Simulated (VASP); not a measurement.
A run of VASP 6.6.1 is set up as follows.

The input INCAR:

```
SYSTEM = Y
PREC     = Accurate       ! precision mode
ENCUT    = 520            ! plane-wave cutoff, eV
EDIFF    = 1E-7           ! SCF threshold, eV
ISMEAR   = -1             ! smearing method
SIGMA    = 0.05           ! smearing width, eV
LREAL    = .FALSE.        ! projectors in reciprocal space
LASPH    = .TRUE.         ! aspherical terms in the spheres
NELM     = 100            ! most SCF steps
ALGO     = Normal         ! electronic algorithm
ISIF     = 2              ! what is computed and relaxed
LWAVE    = .FALSE.        ! write WAVECAR
LCHARG   = .FALSE.        ! write CHGCAR
NBANDS   = 12             ! bands
```

Contents of KPOINTS:

```
Automatic mesh
0
G
  14 14 14
  0 0 0
```

The input POSCAR:

```
Y
1.0
   -1.4407627332      1.4407627332      1.4407627332
    1.4407627332     -1.4407627332      1.4407627332
    1.4407627332      1.4407627332     -1.4407627332
Y
1
Direct
    0.0000000000      0.0000000000      0.0000000000
```

Potentials or basis: VASP PAW LDA potentials, release 64 (Y_sv).

The run is started by

```console
$ cat potpaw_LDA.64/Y_sv/POTCAR > POTCAR
$ mpirun -np 1 vasp_std > vasp.out
```

Q: Estimate the pressure.

A: 167.4 GPa.

Q: What does it give for the band gap on the k mesh?

A: Zero (an odd number of electrons rules out a gap without spin polarisation).

Caveat: the cell stands under pressure.
